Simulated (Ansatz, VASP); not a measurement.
# NaH: VASP beside Ansatz

Contents of INCAR:

```
ALGO = Normal ; EDIFF = 1E-7
ENCUT = 520 ; GGA = PE
ISIF = 2 ; ISMEAR = 0
LASPH = T ; LCHARG = F
LREAL = F ; LWAVE = F
NBANDS = 11 ; NELM = 60
PREC = Accurate ; SIGMA = 0.01
```

File KPOINTS:

```
k-points
0
Gamma
  10 10 10
```

POSCAR

```
NaH
1.0
    0.0000000000      2.3975122828      2.3975122828
    2.3975122828      0.0000000000      2.3975122828
    2.3975122828      2.3975122828      0.0000000000
Na H
1 1
Direct
    0.0000000000      0.0000000000      0.0000000000
    0.5000000000      0.5000000000      0.5000000000
```

Input for Ansatz:

```yaml
crystal:
  lattice:
    - [0.0, 2.3975122828, 2.3975122828]
    - [2.3975122828, 0.0, 2.3975122828]
    - [2.3975122828, 2.3975122828, 0.0]
  atoms:
    - { symbol: Na, position: [0.0, 0.0, 0.0] }
    - { symbol: H, position: [0.5, 0.5, 0.5] }
kpoints:
  mp_grid: { grid: [10, 10, 10] }
  band_path:
    path:
      - [0.0, 0.0, 0.0]
      - [0.5, 0.0, 0.5]
      - [0.625, 0.25, 0.625]
      - [0.375, 0.375, 0.75]
      - [0.5, 0.5, 0.5]
      - [0.5, 0.25, 0.75]
      - [0.25, -0.5, -0.25]
      - [0.0, 0.0, 0.5]
    npoints: 1
hamiltonian:
  xc: pbe
scf:
  occupations: { method: fixed }
  n_extra_bands: 4
output:
  forces: true
  stress: true
  eigenvalues: true
```

Alike in both runs: task single point; functional PBE; k mesh 10 × 10 × 10; no spin polarisation.

```csv
,VASP,Ansatz
version,VASP 6.6.1,Ansatz 0.2.0
potentials or method,"VASP PAW PBE potentials, release 64 (Na_pv, H)","plane waves, PAW"
plane-wave cutoff (eV),520,420
occupations,"gaussian, width 0.01 eV",fixed
valence electrons in the cell,8,10
```

Ansatz gave:

| Property | Result |
| --- | --- |
| gap on the k mesh at the Fermi level (eV) | 3.82 |
| pressure (GPa) | 0.6 |

Problem. What did VASP give for the same quantities?

Solution. gap on the k mesh at the Fermi level (eV): 3.82; pressure (GPa): 0.5.

VASP's potentials hold 8 valence electrons a cell and Ansatz's 10, so a difference there can come from the potentials and not from the codes.
